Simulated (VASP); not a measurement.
Here is a VASP 6.6.1 calculation.

Contents of INCAR:

```
SYSTEM = Mg
PREC = Accurate
ENCUT = 600
EDIFF = 1E-7
ISMEAR = -1
SIGMA = 0.08
LREAL = .FALSE.
LASPH = .TRUE.
NELM = 60
ALGO = Normal
ISIF = 3
LWAVE = .FALSE.
LCHARG = .FALSE.
GGA = PE
IBRION = 2
NSW = 60
EDIFFG = -0.005
PSTRESS = 57.0
```

Contents of KPOINTS:

```
regular mesh
0
G
  12 12 4
  0 0 0
```

File POSCAR:

```
Mg
1.0
    3.0718910582      0.0000000000      0.0000000000
   -1.5359455291      2.6603356941      0.0000000000
    0.0000000000      0.0000000000      9.9836459392
Mg
4
Direct
    0.0000000000      0.0000000000      0.0000000000
    0.0000000000      0.0000000000      0.5000000000
    0.3333333333      0.6666666667      0.2500000000
    0.6666666667      0.3333333333      0.7500000000
```

Potentials or basis: VASP PAW PBE potentials, release 64 (Mg).

Launch:

```sh
$ cat potpaw_PBE.64/Mg/POTCAR > POTCAR
$ mpirun -np 1 vasp_std > vasp.out
```

Task: Predict the relaxed cell.

Result: a = 3.076 Å, b = 3.076 Å, c = 9.899 Å, α = 90.00°, β = 90.00°, γ = 120.00°.

Task: Predict the band gap on the k mesh.

Result: Zero (bands 4 and 5 overlap by 2.21 eV).

Final structure:
```
CELL_PARAMETERS angstrom
3.07583 0.00000 0.00000
-1.53791 2.66374 0.00000
0.00000 0.00000 9.89912
ATOMIC_POSITIONS crystal
Mg 0.00000 0.00000 0.00000
Mg 0.00000 0.00000 0.50000
Mg 0.33333 0.66667 0.25000
Mg 0.66667 0.33333 0.75000
```

Caveat: the cell is relaxed towards a set pressure, so the run minimises the enthalpy, not the energy.
